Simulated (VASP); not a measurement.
# Cd3O2 (P-3m1) in VASP: single point with PBE

Aim: the single point of Cd3O2 with PBE.

All numbers are computed with VASP 6.6.1; they aren't measurements. Logs are shortened: lines on timing, memory, paths and dates and some standing lists are left out, and cuts for length are marked.

**1. The cell of the first run**

The structure is trigonal, space group P-3m1 (No. 164). Conventional cell: a = 3.342 Å, b = 3.342 Å, c = 8.519 Å, α = 90.00°, β = 90.00°, γ = 120.00°. Within 3.2 Å of Cd (site symmetry 3m) lie 3 O at 2.43 Å and 2 Cd at 2.70 to 2.91 Å. Cd (site symmetry -3m) has 6 O at 2.41 Å and 2 Cd at 2.91 Å within 3.2 Å. O (site symmetry 3m) has 6 Cd at 2.41 to 2.43 Å within 3.2 Å.

The cell was generated, and may not be a known phase.

**2. Single point, PBE**

Input file INCAR:

```
PREC = Accurate ; ENCUT = 700
EDIFF = 1E-6 ; ISMEAR = 0
SIGMA = 0.1 ; LREAL = F
LASPH = T ; NELM = 120
ALGO = Normal ; ISIF = 2
LWAVE = F ; LCHARG = F
GGA = PE ; NBANDS = 44
GGA_COMPAT = F
```

Input file KPOINTS:

```
regular mesh
0
Gamma
  6 6 2
```

Input file POSCAR:

```
Cd3O2
1.0
    3.3424647150      0.0000000000      0.0000000000
   -1.6712323575      2.8946593544      0.0000000000
    0.0000000000      0.0000000000      8.5189497222
Cd O
3 2
Direct
    0.0000000000      0.0000000000      0.3416594819
    0.0000000000      0.0000000000      0.6583405181
    0.0000000000      0.0000000000      0.0000000000
    0.3333333333      0.6666666667      0.8311462158
    0.6666666667      0.3333333333      0.1688537842
```

Potentials or basis: VASP PAW PBE potentials, release 64 (Cd_sv_GW, O).

Started as:

```
> cat potpaw_PBE.64/Cd_sv_GW/POTCAR potpaw_PBE.64/O/POTCAR > POTCAR
> mpirun -np 1 vasp_std > vasp.out
```

OUTCAR:

```text
PREC = Accurate
   ENCUT = 700
   EDIFF = 1E-6
   ISMEAR = 0
   LREAL = F
   LASPH = T
   NELM = 120
   ISIF = 2
   GGA = PE

 ion  position               nearest neighbor table
   1  0.000  0.000  0.342-
   2  0.000  0.000  0.658-
   3  0.000  0.000  0.000-
   4  0.333  0.667  0.831-
   5  0.667  0.333  0.169-

  LATTYP: Found a hexagonal cell.
 ALAT       =     3.3424647150
 C/A-ratio  =     2.5487029628

  Lattice vectors:

 A1 = (   3.3424647150,   0.0000000000,   0.0000000000)
 A2 = (  -1.6712323575,   2.8946593544,   0.0000000000)
 A3 = (   0.0000000000,   0.0000000000,   8.5189497222)

Analysis of symmetry for initial positions (statically):
=====================================================================
 Subroutine PRICEL returns:
 Original cell was already a primitive cell.

 Routine SETGRP: Setting up the symmetry group for a
 hexagonal supercell.

 Subroutine GETGRP returns: Found 12 space group operations
 (whereof 12 operations were pure point group operations)
 out of a pool of 24 trial point group operations.

The static configuration has the point symmetry D_3d.

Analysis of symmetry for dynamics (positions and initial velocities):
=====================================================================
 Subroutine PRICEL returns:
 Original cell was already a primitive cell.

 Routine SETGRP: Setting up the symmetry group for a
 hexagonal supercell.

 Subroutine GETGRP returns: Found 12 space group operations
 (whereof 12 operations were pure point group operations)
 out of a pool of 24 trial point group operations.

The dynamic configuration has the point symmetry D_3d.

 Subroutine INISYM returns: Found 12 space group operations
 (whereof 12 operations are pure point group operations),
 and found     1 'primitive' translations

----------------------------------------------------------------------------------------

                                     Primitive cell

  volume of cell :      82.4234

  direct lattice vectors                    reciprocal lattice vectors
     3.342464715  0.000000000  0.000000000     0.299180421  0.172731896  0.000000000
    -1.671232358  2.894659354  0.000000000     0.000000000  0.345463793  0.000000000
     0.000000000  0.000000000  8.518949722     0.000000000  0.000000000  0.117385362

  length of vectors
     3.342464715  3.342464715  8.518949722     0.345463793  0.345463793  0.117385362

  position of ions in fractional coordinates (direct lattice)
     0.000000000  0.000000000  0.341659482
     0.000000000  0.000000000  0.658340518
     0.000000000  0.000000000  0.000000000
     0.333333333  0.666666667  0.831146216
     0.666666667  0.333333333  0.168853784

  ion indices of the primitive-cell ions
   primitive index   ion index
                 1           1
                 2           2
                 3           3
                 4           4
                 5           5

----------------------------------------------------------------------------------------

 KPOINTS: regular mesh

Automatic generation of k-mesh.
 Grid dimensions read from file:
 generate k-points for:    6    6    2

 Generating k-lattice:

  Cartesian coordinates                     Fractional coordinates (reciprocal lattice)
     0.049863403  0.028788649  0.000000000     0.166666667 -0.000000000  0.000000000
     0.000000000  0.057577299  0.000000000     0.000000000  0.166666667  0.000000000
     0.000000000  0.000000000  0.058692681     0.000000000  0.000000000  0.500000000

  Length of vectors
     0.057577299  0.057577299  0.058692681

  Shift w.r.t. Gamma in fractional coordinates (k-lattice)
     0.000000000  0.000000000  0.000000000

 Subroutine IBZKPT returns following result:
 ===========================================

 Found     14 irreducible k-points:

 Following reciprocal coordinates:
            Coordinates               Weight
  0.000000  0.000000  0.000000      1.000000
  0.166667 -0.000000  0.000000      6.000000
  0.333333  0.000000  0.000000      6.000000
  0.500000  0.000000  0.000000      3.000000
  0.166667  0.166667  0.000000      6.000000
  0.333333  0.166667  0.000000     12.000000
  0.333333  0.333333  0.000000      2.000000
  0.000000  0.000000  0.500000      1.000000
  0.166667 -0.000000  0.500000      6.000000
  0.333333  0.000000  0.500000      6.000000
  0.500000  0.000000  0.500000      3.000000
  0.166667  0.166667  0.500000      6.000000
  0.333333  0.166667  0.500000     12.000000
  0.333333  0.333333  0.500000      2.000000
   k-points           NKPTS =     14   k-points in BZ     NKDIM =     14   number of bands    NBANDS=     44
   number of dos      NEDOS =    301   number of ions     NIONS =      5
   total plane-waves  NPLWV =  72000
   dimension x,y,z NGX =    30 NGY =   30 NGZ =   80
   dimension x,y,z NGXF=    60 NGYF=   60 NGZF=  160
   ions per type =               3   2
   NGX,Y,Z   is equivalent  to a cutoff of  14.92, 14.92, 15.61 a.u.
   NGXF,Y,Z  is equivalent  to a cutoff of  29.84, 29.84, 31.22 a.u.
 SYSTEM =  unknown system
   PREC   = accura    normal or accurate (medium, high low for compatibility)
   ISTART =      0    job   : 0-new  1-cont  2-samecut
   ICHARG =      2    charge: 1-file 2-atom 10-const
   ISPIN  =      1    spin polarized calculation?
   LNONCOLLINEAR =      F non collinear calculations
   LSORBIT =      F    spin-orbit coupling
   LASPH  =      T    aspherical Exc in radial PAW
   ENCUT  =  700.0 eV  51.45 Ry    7.17 a.u.   7.21  7.21 18.38*2*pi/ulx,y,z
   NELM   =    120;   NELMIN=  2; NELMDL= -5     # of ELM steps
   EDIFF  = 0.1E-05   stopping-criterion for ELM
   LREAL  =      F    real-space projection
   EDIFFG = 0.1E-04   stopping-criterion for IOM
   NSW    =      0    number of steps for IOM
   IBRION =     -1    ionic relax: 0-MD 1-quasi-New 2-CG
   NFREE  =      0    steps in history (QN), initial steepest desc. (CG)
   ISIF   =      2    stress and relaxation
   ISYM   =      2    0-nonsym 1-usesym 2-fastsym
   POTIM  = 0.5000    time-step for ionic-motion
   TEBEG  =    0.0;   TEEND  =   0.0 temperature during run
   PSTRESS=    0.0 pullay stress
   NELECT =      72.0000    total number of electrons
   NUPDOWN=      -1.0000    fix difference up-down
   EMIN   =  10.00;   EMAX   =-10.00  energy-range for DOS
   EFERMI =   0.00;   METHOD = LEGACY
   ISMEAR =     0;   SIGMA  =   0.10  broadening in eV -4-tet -1-fermi 0-gaus
   EFERMI_NEDOS =   21; number of points for ismear=-14 and -15
   IALGO  =     38    algorithm
   IMIX   =      4    mixing-type and parameters
     AMIX     =   0.40;   BMIX     =  1.00
     AMIX_MAG =   1.60;   BMIX_MAG =  1.00
  volume/ion in A,a.u.               =      16.48       111.24
  Fermi-wavevector in a.u.,A,eV,Ry     =   1.564956  2.957339 33.321868  2.449088
  Thomas-Fermi vector in A             =   2.667504
   LORBIT       =      0    0 simple, 1 ext, 2 COOP (PROOUT), +10 PAW based schemes
   GGA     = PE    functional components
   LHFCALC =     F    Hartree Fock is set to
   AEXX    =    0.0000 exact exchange contribution
   IVDW    =     0    specifies the selected vdW correction
   LEPSILON=     F    determine dielectric tensor
   LRPA    =     F    only Hartree local field effects (RPA)
 non-spin polarized calculation
 Gauss-broadening in eV      SIGMA  =   0.10
  energy-cutoff  :      700.00
  volume of cell :       82.42
 maximum number of plane-waves:      3499
 NGX is ok and might be reduce to    30
   NGX = 15   NGY = 15   NGZ = 37

 number of electron      71.9999999 magnetization

 Free energy of the ion-electron system (eV)
  ---------------------------------------------------
  ext. energy  EPLUGINS =         0.00000000
  ---------------------------------------------------
  free energy    TOTEN  =       -15.84672794 eV

  energy without entropy =      -15.84200376  energy(sigma->0) =      -15.84436585

 E-fermi :   4.7861     XC(G=0): -11.0253

 val. band max:        4.4297760486   @ k =   0.5000   0.0000   0.0000
 cond. band min:       4.7862498674   @ k =   0.1667  -0.0000   0.5000
 fundamental gap:      0.3564738188
 Fermi energy:         4.7861437172

 k-point     1 :       0.0000    0.0000    0.0000
  band No.  band energies     occupation
      1     -97.2507      2.00000
      2     -97.2461      2.00000
      3     -96.8147      2.00000
      4     -58.3277      2.00000
      5     -58.3070      2.00000
      6     -58.3070      2.00000
[... 36 lines left out ...]
     43      18.0746      0.00000
     44      18.4199      0.00000

 k-point     2 :       0.1667   -0.0000    0.0000
  band No.  band energies     occupation
      1     -97.2506      2.00000
      2     -97.2459      2.00000
      3     -96.8146      2.00000
      4     -58.3274      2.00000
      5     -58.3097      2.00000
      6     -58.3077      2.00000
[... 36 lines left out ...]
     43      15.1038      0.00000
     44      15.3006      0.00000

 k-point     3 :       0.3333    0.0000    0.0000
  band No.  band energies     occupation
      1     -97.2503      2.00000
      2     -97.2457      2.00000
      3     -96.8143      2.00000
      4     -58.3269      2.00000
      5     -58.3152      2.00000
      6     -58.3100      2.00000
[... 36 lines left out ...]
     43      13.1343      0.00000
     44      13.6944      0.00000

 k-point     4 :       0.5000    0.0000    0.0000
  band No.  band energies     occupation
      1     -97.2501      2.00000
      2     -97.2455      2.00000
      3     -96.8141      2.00000
      4     -58.3266      2.00000
      5     -58.3179      2.00000
      6     -58.3127      2.00000
[... 36 lines left out ...]
     43      13.0808      0.00000
     44      13.6415      0.00000

 k-point     5 :       0.1667    0.1667    0.0000
  band No.  band energies     occupation
      1     -97.2503      2.00000
      2     -97.2457      2.00000
      3     -96.8143      2.00000
      4     -58.3270      2.00000
      5     -58.3133      2.00000
      6     -58.3093      2.00000
[... 36 lines left out ...]
     43      13.1702      0.00000
     44      13.6052      0.00000

 k-point     6 :       0.3333    0.1667    0.0000
  band No.  band energies     occupation
      1     -97.2501      2.00000
      2     -97.2455      2.00000
      3     -96.8141      2.00000
      4     -58.3266      2.00000
      5     -58.3166      2.00000
      6     -58.3114      2.00000
[... 36 lines left out ...]
     43      12.6730      0.00000
     44      13.3473      0.00000

 k-point     7 :       0.3333    0.3333    0.0000
  band No.  band energies     occupation
      1     -97.2501      2.00000
      2     -97.2455      2.00000
      3     -96.8141      2.00000
      4     -58.3264      2.00000
      5     -58.3148      2.00000
      6     -58.3148      2.00000
[... 36 lines left out ...]
     43      12.1607      0.00000
     44      12.1607      0.00000

 k-point     8 :       0.0000    0.0000    0.5000
  band No.  band energies     occupation
      1     -97.2507      2.00000
      2     -97.2461      2.00000
      3     -96.8147      2.00000
      4     -58.3284      2.00000
      5     -58.3070      2.00000
      6     -58.3070      2.00000
[... 36 lines left out ...]
     43      16.3346      0.00000
     44      16.7649      0.00000

 k-point     9 :       0.1667   -0.0000    0.5000
  band No.  band energies     occupation
      1     -97.2506      2.00000
      2     -97.2459      2.00000
      3     -96.8146      2.00000
      4     -58.3281      2.00000
      5     -58.3097      2.00000
      6     -58.3077      2.00000
[... 36 lines left out ...]
     43      15.1458      0.00000
     44      15.1736      0.00000

 k-point    10 :       0.3333    0.0000    0.5000
  band No.  band energies     occupation
      1     -97.2503      2.00000
      2     -97.2457      2.00000
      3     -96.8143      2.00000
      4     -58.3275      2.00000
      5     -58.3152      2.00000
      6     -58.3100      2.00000
[... 36 lines left out ...]
     43      13.7370      0.00000
     44      14.9384      0.00000

 k-point    11 :       0.5000    0.0000    0.5000
  band No.  band energies     occupation
      1     -97.2501      2.00000
      2     -97.2455      2.00000
      3     -96.8141      2.00000
      4     -58.3272      2.00000
      5     -58.3179      2.00000
      6     -58.3127      2.00000
[... 36 lines left out ...]
     43      13.1832      0.00000
     44      14.2432      0.00000

 k-point    12 :       0.1667    0.1667    0.5000
  band No.  band energies     occupation
      1     -97.2503      2.00000
      2     -97.2457      2.00000
      3     -96.8143      2.00000
      4     -58.3277      2.00000
      5     -58.3133      2.00000
      6     -58.3093      2.00000
[... 36 lines left out ...]
     43      14.2197      0.00000
     44      14.4558      0.00000

 k-point    13 :       0.3333    0.1667    0.5000
  band No.  band energies     occupation
      1     -97.2501      2.00000
      2     -97.2455      2.00000
      3     -96.8141      2.00000
      4     -58.3272      2.00000
      5     -58.3165      2.00000
      6     -58.3114      2.00000
[... 36 lines left out ...]
     43      12.1528      0.00000
     44      13.2472      0.00000

 k-point    14 :       0.3333    0.3333    0.5000
  band No.  band energies     occupation
      1     -97.2501      2.00000
      2     -97.2455      2.00000
      3     -96.8141      2.00000
      4     -58.3271      2.00000
      5     -58.3148      2.00000
      6     -58.3148      2.00000
[... 36 lines left out ...]
     43      11.9233      0.00000
     44      12.1484      0.00000

------------------------ aborting loop because EDIFF is reached ----------------------------------------

  FORCE on cell =-STRESS in cart. coord.  units (eV):
  Direction    XX          YY          ZZ          XY          YZ          ZX
  --------------------------------------------------------------------------------------
  -------------------------------------------------------------------------------------
  Total       -0.5850395     -0.5850395      0.1298092      0.0000000      0.0000000      0.0000000
  in kB      -11.3722241    -11.3722241      2.5232813      0.0000000      0.0000000      0.0000000
  external PRESSURE =      -6.7403890 kB  Pullay stress =       0.0000000 kB

 VOLUME and BASIS-vectors are now :
 -----------------------------------------------------------------------------
  energy-cutoff  :      700.00
  volume of cell :       82.42
      direct lattice vectors                 reciprocal lattice vectors
     3.342464715  0.000000000  0.000000000     0.299180421  0.172731896  0.000000000
    -1.671232358  2.894659354  0.000000000     0.000000000  0.345463793  0.000000000
     0.000000000  0.000000000  8.518949722     0.000000000  0.000000000  0.117385362

 POSITION                                       TOTAL-FORCE (eV/Angst)
 -----------------------------------------------------------------------------------
      0.00000      0.00000      2.91058         0.000000     -0.000000     -0.122209
      0.00000      0.00000      5.60837         0.000000      0.000000      0.122209
      0.00000      0.00000      0.00000         0.000000      0.000000      0.000000
     -0.00000      1.92977      7.08049         0.000000      0.000000     -0.047710
      1.67123      0.96489      1.43846        -0.000000      0.000000      0.047710
 -----------------------------------------------------------------------------------
    total drift:                                0.000000     -0.000000      0.000000

  FREE ENERGIE OF THE ION-ELECTRON SYSTEM (eV)
  ---------------------------------------------------
  free  energy   TOTEN  =       -15.8467279404 eV

  energy  without entropy=      -15.8420037599  energy(sigma->0) =      -15.84436585
```

It took 2 min on 1 thread of Intel Xeon Platinum 8259CL at 2.50GHz (Skylake/Cascade Lake), shared host; peak memory 0.29 GiB.

Results:

- Free energy: -15.8467 eV
- Pressure: -0.7 GPa
- Largest force: 0.122 eV/Å
- Band gap on the k mesh: zero (bands 36 and 37 overlap by 1.69 eV)

Forces on the atoms (eV/Å):
```
Cd   0.000  0.000 -0.122
Cd   0.000  0.000  0.122
Cd   0.000  0.000  0.000
O    0.000  0.000 -0.048
O    0.000  0.000  0.048
```

Stress tensor (GPa, compression positive):
```
-1.14  0.00  0.00
 0.00 -1.14  0.00
 0.00  0.00  0.25
```

Levels at points of the mesh, in eV from the Fermi level:
```tsv
k point	band 32	band 33	band 34	band 35	band 36	band 37	band 38	band 39	band 40	band 41
(0.00, 0.00, 0.00)	-3.79	-1.82	-1.82	-1.29	-1.29	0.42	0.78	5.74	6.90	11.05
(0.50, 0.00, 0.00)	-3.46	-2.48	-2.28	-1.51	-0.36	1.27	3.15	3.30	5.40	6.27
(0.00, 0.00, 0.50)	-1.94	-1.81	-1.81	-1.69	-1.31	-1.31	2.75	3.67	9.81	10.20
(0.50, 0.00, 0.50)	-3.18	-2.41	-2.34	-1.57	-0.55	1.14	3.51	4.13	4.65	5.72
```

Caveat: the k points lie up to 0.37 Å⁻¹ apart, too coarse for converged energies and pressures of a metal.

The gap in the log of VASP goes by the Fermi energy; the results here count the filled bands.